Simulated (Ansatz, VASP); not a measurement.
CuI in VASP and in Ansatz

The input INCAR:

```
SYSTEM = CuI
  PREC = Accurate
  ENCUT = 520
  EDIFF = 1E-7
  ISMEAR = -1
  SIGMA = 0.02
  LREAL = .False.
  LASPH = .True.
  NELM = 60
  ALGO = Normal
  ISIF = 2
  LWAVE = .False.
  LCHARG = .True.
  GGA = PE
  LELF = .True.
  LVHAR = .True.
  NBANDS = 26
```

Contents of KPOINTS:

```
regular mesh
0
Gamma
  5 5 6
  0 0 0
```

File POSCAR:

```
CuI
1.0
    3.8451626177     -3.8224189611      0.0000000000
    3.8451626177      3.8224189611      0.0000000000
    0.0000000000      0.0000000000      4.3069976700
Cu I
2 2
Direct
    0.4204388300      0.5795611700      0.7500000000
    0.5795611700      0.4204388300      0.2500000000
    0.7700426800      0.2299573200      0.7500000000
    0.2299573200      0.7700426800      0.2500000000
```

Input for Ansatz:

```yaml
crystal:
  lattice:
    - [3.8451626177, -3.8224189611, 0.0]
    - [3.8451626177, 3.8224189611, 0.0]
    - [0.0, 0.0, 4.30699767]
  atoms:
    - { symbol: Cu, position: [0.42043883, 0.57956117, 0.75] }
    - { symbol: Cu, position: [0.57956117, 0.42043883, 0.25] }
    - { symbol: I, position: [0.77004268, 0.22995732, 0.75] }
    - { symbol: I, position: [0.22995732, 0.77004268, 0.25] }
kpoints:
  mp_grid: { grid: [5, 5, 6] }
  band_path:
    path:
      - [0.0, 0.0, 0.0]
      - [0.5, 0.5, 0.0]
      - [0.4970513089, 0.5029486911, 0.0]
      - [-0.4970513089, 0.4970513089, 0.0]
      - [0.0, 0.0, 0.0]
      - [0.0, 0.0, 0.5]
      - [-0.4970513089, 0.4970513089, 0.5]
      - [0.4970513089, 0.5029486911, 0.5]
      - [0.5, 0.5, 0.5]
    npoints: 5
scf:
  occupations: { method: fermi_dirac, width: 0.02 }
hamiltonian:
  xc: pbe
  pseudopotentials: { kind: all_electron, lapw: { basis_error: 0.0005 } }
output:
  forces: true
  stress: true
  eigenvalues: true
```

Change from the starting cell: equal xx and yy strain of +3 %.

Alike in both runs: task single point; functional PBE; k mesh 5 × 5 × 6; occupations fermi-dirac, width 0.02 eV; no spin polarisation.

```csv
,VASP,Ansatz
version,VASP 6.6.1,Ansatz 0.2.0
potentials or method,"VASP PAW PBE potentials, release 64 (Cu, I), cutoff 520 eV","all-electron LAPW, scalar-relativistic"
```

Ansatz gave:

| Property | Result |
| --- | --- |
| gap on the k mesh at the Fermi level (eV) | 0.91 |
| pressure (GPa) | -0.3 |
| traceless stress, the component that is largest in VASP (GPa) | -0.97 |
| rms of the force components (eV/Å) | 0.125 |

Question: Estimate VASP's values.

Answer: gap on the k mesh at the Fermi level (eV): 0.92; pressure (GPa): -0.2; traceless stress, the component that is largest in VASP (GPa): -0.98; rms of the force components (eV/Å): 0.123.

Atom by atom the forces differ by 0.006 eV/Å (rms over components). Ansatz ran all-electron here, and VASP with PAW potentials.

Neither program's run includes spin-orbit coupling.
